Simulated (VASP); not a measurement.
# Zr in VASP: single point with PBE

Aim: the single point of Zr with PBE.

Program: VASP 6.6.1. These are calculated values, not measurements. Logs are shortened: lines on timing, memory, paths and dates and some standing lists are left out, and cuts for length are marked.

## (1) The cell of the first run

The cell holds a cluster in a box, 1 atom: a = 9.036 Å, b = 9.136 Å, c = 9.237 Å, α = 90.00°, β = 90.00°, γ = 90.00°.

## (2) Single point, PBE, collinear spin, ferromagnetic start

INCAR reads:

```
SYSTEM = Zr
ALGO = Normal
EDIFF = 1E-6
ENCUT = 400
GGA = PE
GGA_COMPAT = .False.
ISIF = 2
ISMEAR = -1
ISPIN = 2
LASPH = .True.
LCHARG = .True.
LELF = .True.
LMAXMIX = 4
LORBIT = 11
LREAL = .False.
LVHAR = .True.
LWAVE = .False.
MAGMOM = 2.5
NBANDS = 16
NELM = 200
PREC = Accurate
SIGMA = 0.1
```

KPOINTS reads:

```
k-points
0
Gamma
  1 1 1
  0 0 0
```

POSCAR reads:

```
Zr
1.0
    9.0360000000      0.0000000000      0.0000000000
    0.0000000000      9.1364000000      0.0000000000
    0.0000000000      0.0000000000      9.2368000000
Zr
1
Direct
    0.5210000000      0.5105000000      0.4930000000
```

Potentials or basis: VASP PAW PBE potentials, release 64 (Zr_sv).

Started as:

```
cat potpaw_PBE.64/Zr_sv/POTCAR > POTCAR
mpirun -np 1 vasp_gam > vasp.out
```

OUTCAR:

```text
SYSTEM = Zr
   EDIFF = 1E-6
   ENCUT = 400
   GGA = PE
   ISIF = 2
   ISMEAR = -1
   ISPIN = 2
   LASPH = .True.
   LORBIT = 11
   LREAL = .False.
   NELM = 200
   PREC = Accurate

 ion  position               nearest neighbor table
   1  0.521  0.511  0.493-

  LATTYP: Found a simple orthorhombic cell.
 ALAT       =     9.0360000000
 B/A-ratio  =     1.0111111111
 C/A-ratio  =     1.0222222222

  Lattice vectors:

 A1 = (   9.0360000000,   0.0000000000,   0.0000000000)
 A2 = (   0.0000000000,   9.1364000000,   0.0000000000)
 A3 = (   0.0000000000,   0.0000000000,   9.2368000000)

Analysis of symmetry for initial positions (statically):
=====================================================================
 Subroutine PRICEL returns:
 Original cell was already a primitive cell.

 Routine SETGRP: Setting up the symmetry group for a
 simple orthorhombic supercell.

 Subroutine GETGRP returns: Found  8 space group operations
 (whereof  1 operations were pure point group operations)
 out of a pool of  8 trial point group operations.

The static configuration has the point symmetry C_1 .
 The point group associated with its full space group is D_2h.

Analysis of symmetry for dynamics (positions and initial velocities):
=====================================================================
 Subroutine PRICEL returns:
 Original cell was already a primitive cell.

 Routine SETGRP: Setting up the symmetry group for a
 simple orthorhombic supercell.

 Subroutine GETGRP returns: Found  8 space group operations
 (whereof  1 operations were pure point group operations)
 out of a pool of  8 trial point group operations.

The dynamic configuration has the point symmetry C_1 .
 The point group associated with its full space group is D_2h.

Analysis of structural, dynamic, and magnetic symmetry:
=====================================================================
 Subroutine PRICEL returns:
 Original cell was already a primitive cell.

 Routine SETGRP: Setting up the symmetry group for a
 simple orthorhombic supercell.

 Subroutine GETGRP returns: Found  8 space group operations
 (whereof  1 operations were pure point group operations)
 out of a pool of  8 trial point group operations.

The overall configuration has the point symmetry C_1 .
 The point group associated with its full space group is D_2h.

 Subroutine INISYM returns: Found  8 space group operations
 (whereof  1 operations are pure point group operations),
 and found     1 'primitive' translations

----------------------------------------------------------------------------------------

                                     Primitive cell

  volume of cell :     762.5580

  direct lattice vectors                    reciprocal lattice vectors
     9.036000000  0.000000000  0.000000000     0.110668437  0.000000000  0.000000000
     0.000000000  9.136400000  0.000000000     0.000000000  0.109452301  0.000000000
     0.000000000  0.000000000  9.236800000     0.000000000  0.000000000  0.108262602

  length of vectors
     9.036000000  9.136400000  9.236800000     0.110668437  0.109452301  0.108262602

  position of ions in fractional coordinates (direct lattice)
     0.521000000  0.510500000  0.493000000

  ion indices of the primitive-cell ions
   primitive index   ion index
                 1           1

----------------------------------------------------------------------------------------

 KPOINTS: k-points

Automatic generation of k-mesh.
 Grid dimensions read from file:
 generate k-points for:    1    1    1

 Generating k-lattice:

  Cartesian coordinates                     Fractional coordinates (reciprocal lattice)
     0.110668437  0.000000000  0.000000000     1.000000000  0.000000000  0.000000000
     0.000000000  0.109452301  0.000000000     0.000000000  1.000000000  0.000000000
     0.000000000  0.000000000  0.108262602     0.000000000  0.000000000  1.000000000

  Length of vectors
     0.110668437  0.109452301  0.108262602

  Shift w.r.t. Gamma in fractional coordinates (k-lattice)
     0.000000000  0.000000000  0.000000000

 Subroutine IBZKPT returns following result:
 ===========================================

 Found      1 irreducible k-points:

 Following reciprocal coordinates:
            Coordinates               Weight
  0.000000  0.000000  0.000000      1.000000
   k-points           NKPTS =      1   k-points in BZ     NKDIM =      1   number of bands    NBANDS=     16
   number of dos      NEDOS =    301   number of ions     NIONS =      1
   total plane-waves  NPLWV = 216000
   dimension x,y,z NGX =    60 NGY =   60 NGZ =   60
   dimension x,y,z NGXF=   120 NGYF=  120 NGZF=  120
   ions per type =               1
   NGX,Y,Z   is equivalent  to a cutoff of  11.04, 10.92, 10.80 a.u.
   NGXF,Y,Z  is equivalent  to a cutoff of  22.08, 21.84, 21.60 a.u.
 SYSTEM =  Zr
   PREC   = accura    normal or accurate (medium, high low for compatibility)
   ISTART =      0    job   : 0-new  1-cont  2-samecut
   ICHARG =      2    charge: 1-file 2-atom 10-const
   ISPIN  =      2    spin polarized calculation?
   LNONCOLLINEAR =      F non collinear calculations
   LSORBIT =      F    spin-orbit coupling
   LASPH  =      T    aspherical Exc in radial PAW
   ENCUT  =  400.0 eV  29.40 Ry    5.42 a.u.  14.74 14.90 15.06*2*pi/ulx,y,z
   NELM   =    200;   NELMIN=  2; NELMDL= -5     # of ELM steps
   EDIFF  = 0.1E-05   stopping-criterion for ELM
   LREAL  =      F    real-space projection
   EDIFFG = 0.1E-04   stopping-criterion for IOM
   NSW    =      0    number of steps for IOM
   IBRION =     -1    ionic relax: 0-MD 1-quasi-New 2-CG
   NFREE  =      0    steps in history (QN), initial steepest desc. (CG)
   ISIF   =      2    stress and relaxation
   ISYM   =      2    0-nonsym 1-usesym 2-fastsym
   POTIM  = 0.5000    time-step for ionic-motion
   TEBEG  =    0.0;   TEEND  =   0.0 temperature during run
   PSTRESS=    0.0 pullay stress
   NELECT =      12.0000    total number of electrons
   NUPDOWN=      -1.0000    fix difference up-down
   EMIN   =  10.00;   EMAX   =-10.00  energy-range for DOS
   EFERMI =   0.00;   METHOD = LEGACY
   ISMEAR =    -1;   SIGMA  =   0.10  broadening in eV -4-tet -1-fermi 0-gaus
   EFERMI_NEDOS =   21; number of points for ismear=-14 and -15
   IALGO  =     38    algorithm
   IMIX   =      4    mixing-type and parameters
     AMIX     =   0.40;   BMIX     =  1.00
     AMIX_MAG =   1.60;   BMIX_MAG =  1.00
  volume/ion in A,a.u.               =     762.56      5146.00
  Fermi-wavevector in a.u.,A,eV,Ry     =   0.410246  0.775252  2.289884  0.168302
  Thomas-Fermi vector in A             =   1.365765
   LORBIT       =     11    0 simple, 1 ext, 2 COOP (PROOUT), +10 PAW based schemes
   GGA     = PE    functional components
   LHFCALC =     F    Hartree Fock is set to
   AEXX    =    0.0000 exact exchange contribution
   IVDW    =     0    specifies the selected vdW correction
   LEPSILON=     F    determine dielectric tensor
   LRPA    =     F    only Hartree local field effects (RPA)
 spin polarized calculation
  energy-cutoff  :      400.00
  volume of cell :      762.56
 maximum number of plane-waves:      6918
 NGX is ok and might be reduce to    60
   NGX = 29   NGY = 29   NGZ = 31

 number of electron      12.0000000 magnetization       3.5135625

 Free energy of the ion-electron system (eV)
  ---------------------------------------------------
  ext. energy  EPLUGINS =         0.00000000
  ---------------------------------------------------
  free energy    TOTEN  =        -2.31273079 eV

  energy without entropy =       -1.91377269  energy(sigma->0) =       -2.11325174

 E-fermi :  -2.6941     XC(G=0):  -1.5820

 val. band max:       -2.7034536600   @ k =   0.0000   0.0000   0.0000
 cond. band min:      -2.5806573293   @ k =   0.0000   0.0000   0.0000
 fundamental gap:      0.1227963307
 Fermi energy:        -2.6940692506

 spin component 1

 k-point     1 :       0.0000    0.0000    0.0000
  band No.  band energies     occupation
      1     -52.6655      1.00000
      2     -30.8353      1.00000
      3     -30.8352      1.00000
      4     -30.8352      1.00000
      5      -3.9978      1.00000
      6      -2.7223      0.57022
[... 8 lines left out ...]
     15       0.9659      0.00000
     16       0.9983      0.00000
 Fermi energy:        -2.6940692506

 spin component 2

 k-point     1 :       0.0000    0.0000    0.0000
  band No.  band energies     occupation
      1     -51.4512      1.00000
      2     -29.4011      1.00000
      3     -29.4009      1.00000
      4     -29.4006      1.00000
      5      -2.5807      0.24340
      6      -1.0164      0.00000
[... 8 lines left out ...]
     15       1.4069      0.00000
     16       1.4454      0.00000

------------------------ aborting loop because EDIFF is reached ----------------------------------------

  FORCE on cell =-STRESS in cart. coord.  units (eV):
  Direction    XX          YY          ZZ          XY          YZ          ZX
  --------------------------------------------------------------------------------------
  -------------------------------------------------------------------------------------
  Total       -0.1832482     -0.1717045     -0.1627265      0.0000000      0.0000000      0.0000000
  in kB       -0.3850148     -0.3607608     -0.3418977      0.0000000      0.0000000      0.0000000
  external PRESSURE =      -0.3625577 kB  Pullay stress =       0.0000000 kB

 VOLUME and BASIS-vectors are now :
 -----------------------------------------------------------------------------
  energy-cutoff  :      400.00
  volume of cell :      762.56
      direct lattice vectors                 reciprocal lattice vectors
     9.036000000  0.000000000  0.000000000     0.110668437  0.000000000  0.000000000
     0.000000000  9.136400000  0.000000000     0.000000000  0.109452301  0.000000000
     0.000000000  0.000000000  9.236800000     0.000000000  0.000000000  0.108262602

 POSITION                                       TOTAL-FORCE (eV/Angst)
 -----------------------------------------------------------------------------------
      4.70776      4.66413      4.55374         0.000000      0.000000      0.000000
 -----------------------------------------------------------------------------------
    total drift:                               -0.000001      0.000003      0.000001

  FREE ENERGIE OF THE ION-ELECTRON SYSTEM (eV)
  ---------------------------------------------------
  free  energy   TOTEN  =        -2.3127307948 eV

  energy  without entropy=       -1.9137726880  energy(sigma->0) =       -2.11325174

 total charge

# of ion       s       p       d       tot
------------------------------------------
    1        2.204   5.852   1.789   9.844

 magnetization (x)

# of ion       s       p       d       tot
------------------------------------------
    1        0.145   0.001   1.789   1.935
```

Run time: 75 s. Hardware: 1 thread of Intel Xeon Platinum 8559C (Emerald Rapids), shared host; peak memory 0.61 GiB.

What came out:

```yaml
Free_energy: -2.3127 eV
Gap_between_the_frontier_levels: 0.12 eV
Net_moment: 3.51 μB per cell
Site_moments: Zr +1.94 μB
Valence_electrons_inside_the_program's_atomic_spheres: Zr 9.84
```

Levels at points of the mesh, in eV from the valence-band top:
Spin up:
```
           k point  band 8  band 9  band 10  band 11  band 12  band 13
(0.00, 0.00, 0.00)   -0.02    0.00     0.00     1.79     1.80     1.82
```
Spin down:
```tsv
k point	band 1	band 2	band 3	band 4	band 5	band 6	band 7	band 8
(0.00, 0.00, 0.00)	-48.75	-26.70	-26.70	-26.70	0.12	1.69	1.69	1.75
```
